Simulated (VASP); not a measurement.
# Os (P6/mmm) in VASP: notebook

Runs on Os. Level: PBE. Tasks: relaxation of cell and atoms, single point.

All numbers are computed with VASP 6.6.1; they aren't measurements. Logs are shortened: lines on timing, memory, paths and dates and some standing lists are left out, and cuts for length are marked.

**1. The cell of the first run**

The structure is hexagonal, space group P6/mmm (No. 191). Conventional cell: a = 4.305 Å, b = 4.305 Å, c = 2.669 Å, α = 90.00°, β = 90.00°, γ = 120.00°. Os (site symmetry 6/mmm) has 14 Os at 2.67 to 2.82 Å within 3.5 Å. Os (site symmetry -6m2) has 11 Os at 2.49 to 2.82 Å within 3.3 Å.

This isn't the form of Os at room conditions, which is hcp.

**2. Relaxation of cell and atoms, PBE**

File INCAR:

```
  ALGO = Normal
  EDIFF = 1E-7
  EDIFFG = -0.005
  ENCUT = 600
  GGA = PE
  IBRION = 2
  ISIF = 3
  ISMEAR = -1
  LASPH = T
  LCHARG = F
  LREAL = F
  LWAVE = F
  NELM = 100
  NSW = 60
  PREC = Accurate
  SIGMA = 0.1
```

File KPOINTS:

```
k-points
0
Gamma
  9 9 13
```

File POSCAR:

```
Os
1.0
    4.3052263274      0.0000000000      0.0000000000
   -2.1526131637      3.7284353686      0.0000000000
    0.0000000000      0.0000000000      2.6692403230
Os
3
Direct
    0.0000000000      0.0000000000      0.0000000000
    0.3333333333      0.6666666667      0.5000000000
    0.6666666667      0.3333333333      0.5000000000
```

Potentials or basis: VASP PAW PBE potentials, release 64 (Os).

On the command line:

```console
$ cat potpaw_PBE.64/Os/POTCAR > POTCAR
$ mpirun -np 1 vasp_std > vasp.out
```

OUTCAR:

```text
EDIFF = 1E-7
   EDIFFG = -0.005
   ENCUT = 600
   GGA = PE
   IBRION = 2
   ISIF = 3
   ISMEAR = -1
   LASPH = T
   LREAL = F
   NELM = 100
   NSW = 60
   PREC = Accurate

 ion  position               nearest neighbor table
   1  0.000  0.000  0.000-   2 2.82   3 2.82   2 2.82   3 2.82   3 2.82   3 2.82   2 2.82   2 2.82
                             3 2.82   3 2.82   2 2.82   2 2.82
   2  0.333  0.667  0.500-   3 2.49   3 2.49   3 2.49   1 2.82   1 2.82   1 2.82   1 2.82   1 2.82
                             1 2.82
   3  0.667  0.333  0.500-   2 2.49   2 2.49   2 2.49   1 2.82   1 2.82   1 2.82   1 2.82   1 2.82
                             1 2.82

  LATTYP: Found a hexagonal cell.
 ALAT       =     4.3052263274
 C/A-ratio  =     0.6200000000

  Lattice vectors:

 A1 = (   4.3052263274,   0.0000000000,   0.0000000000)
 A2 = (  -2.1526131637,   3.7284353686,   0.0000000000)
 A3 = (   0.0000000000,   0.0000000000,   2.6692403230)

Analysis of symmetry for initial positions (statically):
=====================================================================
 Subroutine PRICEL returns:
 Original cell was already a primitive cell.

 Routine SETGRP: Setting up the symmetry group for a
 hexagonal supercell.

 Subroutine GETGRP returns: Found 24 space group operations
 (whereof 24 operations were pure point group operations)
 out of a pool of 24 trial point group operations.

The static configuration has the point symmetry D_6h.

Analysis of symmetry for dynamics (positions and initial velocities):
=====================================================================
 Subroutine PRICEL returns:
 Original cell was already a primitive cell.

 Routine SETGRP: Setting up the symmetry group for a
 hexagonal supercell.

 Subroutine GETGRP returns: Found 24 space group operations
 (whereof 24 operations were pure point group operations)
 out of a pool of 24 trial point group operations.

The dynamic configuration has the point symmetry D_6h.

 Subroutine INISYM returns: Found 24 space group operations
 (whereof 24 operations are pure point group operations),
 and found     1 'primitive' translations

----------------------------------------------------------------------------------------

                                     Primitive cell

  volume of cell :      42.8460

  direct lattice vectors                    reciprocal lattice vectors
     4.305226327  0.000000000  0.000000000     0.232275826  0.134104510  0.000000000
    -2.152613164  3.728435369  0.000000000     0.000000000  0.268209021  0.000000000
[... 113 lines left out ...]
   LHFCALC =     F    Hartree Fock is set to
   AEXX    =    0.0000 exact exchange contribution
   IVDW    =     0    specifies the selected vdW correction
   LEPSILON=     F    determine dielectric tensor
   LRPA    =     F    only Hartree local field effects (RPA)
 conjugate gradient relaxation of ions
 non-spin polarized calculation
  energy-cutoff  :      600.00
  volume of cell :       42.85
 maximum number of plane-waves:      1445
 NGX is ok and might be reduce to    36
   NGX = 17   NGY = 17   NGZ = 11

--------------------------------------- Ionic step        1  -------------------------------------------

 number of electron      24.0000001 magnetization

 Free energy of the ion-electron system (eV)
  ---------------------------------------------------
  ext. energy  EPLUGINS =         0.00000000
  ---------------------------------------------------
  free energy    TOTEN  =       -32.70496648 eV

  energy without entropy =      -32.63237675  energy(sigma->0) =      -32.66867162

------------------------ aborting loop because EDIFF is reached ----------------------------------------

  FORCE on cell =-STRESS in cart. coord.  units (eV):
  Direction    XX          YY          ZZ          XY          YZ          ZX
  --------------------------------------------------------------------------------------
  -------------------------------------------------------------------------------------
  Total        2.0805421      2.0805421      4.3370121      0.0000000      0.0000000      0.0000000
  in kB       77.7994999     77.7994999    162.1776224      0.0000000      0.0000000      0.0000000
  external PRESSURE =     105.9255408 kB  Pullay stress =       0.0000000 kB
[... 92 lines left out ...]
  FREE ENERGIE OF THE ION-ELECTRON SYSTEM (eV)
  ---------------------------------------------------
  free  energy   TOTEN  =       -32.7505496009 eV

  energy  without entropy=      -32.6740862614  energy(sigma->0) =      -32.71231793

[... ionic steps 4 to 7 ...]

--------------------------------------- Ionic step        8  -------------------------------------------

 number of electron      24.0000002 magnetization

------------------------ aborting loop because EDIFF is reached ----------------------------------------
[... 69 lines left out ...]
--------------------------------------- Ionic step       10  -------------------------------------------

 number of electron      24.0000002 magnetization

 Free energy of the ion-electron system (eV)
  ---------------------------------------------------
  ext. energy  EPLUGINS =         0.00000000
  ---------------------------------------------------
  free energy    TOTEN  =       -32.75443097 eV

  energy without entropy =      -32.67810623  energy(sigma->0) =      -32.71626860

 E-fermi :   8.9692     XC(G=0): -13.7595

 val. band max:        8.9677683929   @ k =   0.3333   0.0000   0.0769
 cond. band min:       8.9874497928   @ k =   0.3333   0.2222   0.1538
 fundamental gap:      0.0196813998
 Fermi energy:         8.9691584810

 k-point     1 :       0.0000    0.0000    0.0000
  band No.  band energies     occupation
      1      -1.7386      2.00000
      2       2.1117      2.00000
      3       4.7122      2.00000
      4       4.8684      2.00000
      5       4.8684      2.00000
      6       4.9120      2.00000
[... 433 lines left out ...]
      3       1.7973      2.00000
      4       4.3278      2.00000
      5       4.3278      2.00000
      6       4.9344      2.00000
[... 8 lines left out ...]
     15      10.2663      0.00000
     16      10.6079      0.00000

 [... further k-points ...]

------------------------ aborting loop because EDIFF is reached ----------------------------------------

  FORCE on cell =-STRESS in cart. coord.  units (eV):
  Direction    XX          YY          ZZ          XY          YZ          ZX
  --------------------------------------------------------------------------------------
  -------------------------------------------------------------------------------------
  Total       -0.0141856     -0.0141856      0.0111779      0.0000000      0.0000000      0.0000000
  in kB       -0.5161181     -0.5161181      0.4066886      0.0000000      0.0000000      0.0000000
  external PRESSURE =      -0.2085159 kB  Pullay stress =       0.0000000 kB
[... 18 lines left out ...]
  FREE ENERGIE OF THE ION-ELECTRON SYSTEM (eV)
  ---------------------------------------------------
  free  energy   TOTEN  =       -32.7544309712 eV

  energy  without entropy=      -32.6781062326  energy(sigma->0) =      -32.71626860

 reached required accuracy - stopping structural energy minimisation
```

CONTCAR:

```text
Os
   1.00000000000000
     4.3219166636862507    0.0000000000000000   -0.0000000000000000
    -2.1609583318431254    3.7428896238219429   -0.0000000000000000
     0.0000000000000000    0.0000000000000000    2.7222437004490443
  Os
     3
Direct
     0.0000000000000000    0.0000000000000000    1.0000000000000000
     0.3333333332999970    0.6666666667000030    0.5000000000000000
     0.6666666667000030    0.3333333332999970    0.5000000000000000

  0.00000000E+00  0.00000000E+00  0.00000000E+00
  0.00000000E+00  0.00000000E+00  0.00000000E+00
  0.00000000E+00  0.00000000E+00  0.00000000E+00
```

Wall time 5.5 min (1 thread of Intel Xeon Platinum 8259CL at 2.50GHz (Skylake/Cascade Lake), shared host); peak memory 0.23 GiB.

What came out:

```yaml
Free_energy: -32.7544 eV
Relaxed_volume: 14.68 Å³/atom
Relaxed_cell: a = 4.322 Å, b = 4.322 Å, c = 2.722 Å, α = 90.00°, β = 90.00°, γ = 120.00°
Space_group_after_relaxing_to_0.1_Å: P6/mmm (No. 191)
Energy_gained_by_relaxing: 16.5 meV/atom
Ionic_steps: 10
Pressure_after_relaxing: 0.0 GPa
Band_gap_on_the_k_mesh: zero (bands 12 and 13 overlap by 2.60 eV)
```

The path:
```tsv
step	energy change (eV)	largest force (eV/Å)	pressure (GPa)	volume (Å³)
1	0.0000	0.0000	10.59	42.85
2	0.4719	0.0000	-30.21	48.95
3	-0.0456	0.0000	-1.39	44.17
4	-0.0457	0.0000	-0.87	44.11
5	-0.0431	0.0000	1.40	43.93
6	-0.0495	0.0000	0.05	44.03
7	-0.0495	0.0000	0.03	44.03
8	-0.0495	0.0000	-0.11	44.05
9	-0.0495	0.0000	0.00	44.03
10	-0.0495	0.0000	-0.02	44.04
```

Final structure:
```
Os
1.0
     4.32192    0.00000    0.00000
    -2.16096    3.74289    0.00000
     0.00000    0.00000    2.72224
Os
3
Direct
  0.00000 0.00000 0.00000
  0.33333 0.66667 0.50000
  0.66667 0.33333 0.50000
```

Caveat: spin-orbit coupling is left out, which moves the levels of the heavy elements.

**3. Single point, PBE (5.87 Å³/atom)**

This run uses another cell than the first one, of 5.87 Å³/atom.

File INCAR:

```
SYSTEM = Os
PREC     = Accurate       ! precision mode
ENCUT    = 560            ! plane-wave cutoff, eV
EDIFF    = 1E-6           ! SCF threshold, eV
ISMEAR   = -1             ! smearing method
SIGMA    = 0.1            ! smearing width, eV
LREAL    = .False.        ! projectors in reciprocal space
LASPH    = .True.         ! aspherical terms in the spheres
NELM     = 120            ! most SCF steps
ALGO     = Normal         ! electronic algorithm
ISIF     = 2              ! what is computed and relaxed
LWAVE    = .False.        ! write WAVECAR
LCHARG   = .False.        ! write CHGCAR
GGA      = PE             ! functional
NBANDS   = 31             ! bands
GGA_COMPAT= .False.
```

File KPOINTS:

```
Automatic mesh
0
Gamma
  9 9 13
  0 0 0
```

File POSCAR:

```
Os
1.0
    3.2316749045      0.0000000000      0.0000000000
   -1.6158374522      2.7987125641      0.0000000000
    0.0000000000      0.0000000000      1.9480861389
Os
3
Direct
    0.0000000000      0.0000000000      0.0000000000
    0.3333333333      0.6666666667      0.5000000000
    0.6666666667      0.3333333333      0.5000000000
```

Potentials or basis: VASP PAW PBE potentials, release 64 (Os_sv_GW).

On the command line:

```console
$ cat potpaw_PBE.64/Os_sv_GW/POTCAR > POTCAR
$ mpirun -np 1 vasp_std > vasp.out
```

Wall time 55 s (1 thread of Intel Xeon Platinum 8375C at 2.90GHz (Ice Lake), shared host); peak memory 0.17 GiB.

The run converged, but its numbers aren't listed here, since they failed a check.

Caveat: atoms lie so close that the PAW spheres overlap strongly, which falsifies energies and pressures; the cell stands under pressure; spin-orbit coupling is left out, which moves the levels of the heavy elements.

**4. Single point, PBE**

This run uses another cell than the first one, of 13.21 Å³/atom.

File INCAR:

```
ALGO = Normal
EDIFF = 1E-6
ENCUT = 560
GGA = PE
GGA_COMPAT = F
ISIF = 2
ISMEAR = -1
LASPH = T
LCHARG = T
LELF = T
LREAL = F
LVHAR = T
LWAVE = F
NBANDS = 31
NELM = 120
PREC = Accurate
SIGMA = 0.1
```

File KPOINTS:

```
k-points
0
Gamma
  9 9 13
```

File POSCAR:

```
Os
1.0
    4.1854730585      0.0000000000      0.0000000000
   -2.0927365292      3.6247259955      0.0000000000
    0.0000000000      0.0000000000      2.6131052612
Os
3
Direct
    0.0000000000      0.0000000000      0.0000000000
    0.3333333333      0.6666666667      0.5000000000
    0.6666666667      0.3333333333      0.5000000000
```

Potentials or basis: VASP PAW PBE potentials, release 64 (Os_sv_GW).

On the command line:

```console
$ cat potpaw_PBE.64/Os_sv_GW/POTCAR > POTCAR
$ mpirun -np 1 vasp_std > vasp.out
```

OUTCAR:

```text
EDIFF = 1E-6
   ENCUT = 560
   GGA = PE
   ISIF = 2
   ISMEAR = -1
   LASPH = T
   LREAL = F
   NELM = 120
   PREC = Accurate

 ion  position               nearest neighbor table
   1  0.000  0.000  0.000-   2 2.75   3 2.75   2 2.75   3 2.75   2 2.75   2 2.75   3 2.75   3 2.75
                             3 2.75   3 2.75   2 2.75   2 2.75
   2  0.333  0.667  0.500-   3 2.42   3 2.42   3 2.42   1 2.75   1 2.75   1 2.75   1 2.75   1 2.75
                             1 2.75
   3  0.667  0.333  0.500-   2 2.42   2 2.42   2 2.42   1 2.75   1 2.75   1 2.75   1 2.75   1 2.75
                             1 2.75

  LATTYP: Found a hexagonal cell.
 ALAT       =     4.1854730585
 C/A-ratio  =     0.6243273400

  Lattice vectors:

 A1 = (   4.1854730585,   0.0000000000,   0.0000000000)
 A2 = (  -2.0927365292,   3.6247259955,   0.0000000000)
 A3 = (   0.0000000000,   0.0000000000,   2.6131052612)

Analysis of symmetry for initial positions (statically):
=====================================================================
 Subroutine PRICEL returns:
 Original cell was already a primitive cell.

 Routine SETGRP: Setting up the symmetry group for a
 hexagonal supercell.

 Subroutine GETGRP returns: Found 24 space group operations
 (whereof 24 operations were pure point group operations)
 out of a pool of 24 trial point group operations.

The static configuration has the point symmetry D_6h.

Analysis of symmetry for dynamics (positions and initial velocities):
=====================================================================
 Subroutine PRICEL returns:
 Original cell was already a primitive cell.

 Routine SETGRP: Setting up the symmetry group for a
 hexagonal supercell.

 Subroutine GETGRP returns: Found 24 space group operations
 (whereof 24 operations were pure point group operations)
 out of a pool of 24 trial point group operations.
[... 117 lines left out ...]
   EFERMI =   0.00;   METHOD = LEGACY
   ISMEAR =    -1;   SIGMA  =   0.10  broadening in eV -4-tet -1-fermi 0-gaus
   EFERMI_NEDOS =   21; number of points for ismear=-14 and -15
   IALGO  =     38    algorithm
   IMIX   =      4    mixing-type and parameters
     AMIX     =   0.40;   BMIX     =  1.00
     AMIX_MAG =   1.60;   BMIX_MAG =  1.00
  volume/ion in A,a.u.               =      13.21        89.18
  Fermi-wavevector in a.u.,A,eV,Ry     =   1.744870  3.297326 41.423899  3.044571
  Thomas-Fermi vector in A             =   2.816666
   LORBIT       =      0    0 simple, 1 ext, 2 COOP (PROOUT), +10 PAW based schemes
   GGA     = PE    functional components
   LHFCALC =     F    Hartree Fock is set to
   AEXX    =    0.0000 exact exchange contribution
   IVDW    =     0    specifies the selected vdW correction
   LEPSILON=     F    determine dielectric tensor
   LRPA    =     F    only Hartree local field effects (RPA)
 non-spin polarized calculation
  energy-cutoff  :      560.00
  volume of cell :       39.64
 maximum number of plane-waves:      1212
   NGX = 17   NGY = 17   NGZ = 11

 number of electron      47.9999998 magnetization

 Free energy of the ion-electron system (eV)
  ---------------------------------------------------
  ext. energy  EPLUGINS =         0.00000000
  ---------------------------------------------------
  free energy    TOTEN  =       -35.44916426 eV

  energy without entropy =      -35.38512306  energy(sigma->0) =      -35.41714366

 E-fermi :  15.1461     XC(G=0): -14.9511

 val. band max:       15.1352591354   @ k =   0.2222   0.2222   0.4615
 cond. band min:      15.1568474065   @ k =   0.3333   0.2222   0.1538
 fundamental gap:      0.0215882711
 Fermi energy:        15.1460936505

 k-point     1 :       0.0000    0.0000    0.0000
  band No.  band energies     occupation
      1     -71.8385      2.00000
      2     -71.7190      2.00000
      3     -71.5779      2.00000
      4     -31.7536      2.00000
      5     -31.7536      2.00000
      6     -31.3833      2.00000
[... 805 lines left out ...]
     30      17.6706      0.00000
     31      28.0020      0.00000

 [... further k-points ...]

------------------------ aborting loop because EDIFF is reached ----------------------------------------

  FORCE on cell =-STRESS in cart. coord.  units (eV):
  Direction    XX          YY          ZZ          XY          YZ          ZX
  --------------------------------------------------------------------------------------
  -------------------------------------------------------------------------------------
  Total       12.0865787     12.0865787     12.0199924      0.0000000      0.0000000      0.0000000
  in kB      488.4693610    488.4693610    485.7783311      0.0000000      0.0000000      0.0000000
  external PRESSURE =     487.5723511 kB  Pullay stress =       0.0000000 kB

 VOLUME and BASIS-vectors are now :
 -----------------------------------------------------------------------------
  energy-cutoff  :      560.00
  volume of cell :       39.64
      direct lattice vectors                 reciprocal lattice vectors
     4.185473059  0.000000000  0.000000000     0.238921619  0.137941461  0.000000000
    -2.092736529  3.624725995  0.000000000     0.000000000  0.275882922  0.000000000
     0.000000000  0.000000000  2.613105261     0.000000000  0.000000000  0.382686459

 POSITION                                       TOTAL-FORCE (eV/Angst)
 -----------------------------------------------------------------------------------
      0.00000      0.00000      0.00000         0.000000      0.000000      0.000000
     -0.00000      2.41648      1.30655         0.000000      0.000000      0.000000
      2.09274      1.20824      1.30655        -0.000000      0.000000      0.000000
 -----------------------------------------------------------------------------------
    total drift:                               -0.000000      0.000000      0.000000

  FREE ENERGIE OF THE ION-ELECTRON SYSTEM (eV)
  ---------------------------------------------------
  free  energy   TOTEN  =       -35.4491642623 eV

  energy  without entropy=      -35.3851230589  energy(sigma->0) =      -35.41714366
```

OSZICAR:

```text
N       E                     dE             d eps       ncg     rms          rms(c)
DAV:   1     0.525843901214E+03    0.52584E+03   -0.35335E+04  5288   0.177E+03
DAV:   2    -0.193639579917E+02   -0.54521E+03   -0.52136E+03  6231   0.536E+02
DAV:   3    -0.380369123645E+02   -0.18673E+02   -0.18266E+02  6239   0.933E+01
DAV:   4    -0.381701740062E+02   -0.13326E+00   -0.13290E+00  5768   0.793E+00
DAV:   5    -0.381713875061E+02   -0.12135E-02   -0.12132E-02  6250   0.578E-01    0.142E+02
DAV:   6    -0.358482162713E+02    0.23232E+01   -0.44181E+00  5712   0.139E+01    0.750E+01
DAV:   7    -0.360504561295E+02   -0.20224E+00   -0.37352E+00  5888   0.150E+01    0.149E+01
DAV:   8    -0.355372620204E+02    0.51319E+00   -0.21176E+00  5752   0.951E+00    0.829E+00
DAV:   9    -0.354485311692E+02    0.88731E-01   -0.25847E-01  5552   0.438E+00    0.125E+00
DAV:  10    -0.354494926749E+02   -0.96151E-03   -0.15689E-02  6055   0.792E-01    0.349E-01
DAV:  11    -0.354492201507E+02    0.27252E-03   -0.62549E-04  6041   0.220E-01    0.276E-01
DAV:  12    -0.354491643470E+02    0.55804E-04   -0.92110E-05  5871   0.968E-02    0.638E-02
DAV:  13    -0.354491642623E+02    0.84764E-07   -0.50249E-06  5550   0.162E-02
   1 F= -.35449164E+02 E0= -.35417144E+02  d E =-.640412E-01
```

stdout:

```text
POSCAR found type information on POSCAR Os
 POSCAR found :  1 types and       3 ions
 scaLAPACK will be used
 LDA part: xc-table for (Slater+PW92), standard interpolation
 POSCAR, INCAR and KPOINTS ok, starting setup
 FFT: planning ... GRIDC
 FFT: planning ... GRID_SOFT
 FFT: planning ... GRID
 WAVECAR not read
 entering main loop
```

It took 55 s on 1 thread of Intel Xeon Platinum 8488C (Sapphire Rapids), shared host; peak memory 0.22 GiB.

What came out:

- Free energy: -35.4492 eV
- Pressure: 48.8 GPa
- Band gap on the k mesh: zero (bands 24 and 25 overlap by 3.01 eV)

Levels at points of the mesh, in eV from the Fermi level:
| k point | band 22 | band 23 | band 24 | band 25 | band 26 | band 27 |
| --- | --- | --- | --- | --- | --- | --- |
| (0.00, 0.00, 0.00) | -2.76 | -1.75 | -1.75 | -1.70 | -1.70 | 2.79 |

Caveat: the cell stands under pressure; spin-orbit coupling is left out, which moves the levels of the heavy elements.

The gap in the log of VASP goes by the Fermi energy; the results here count the filled bands.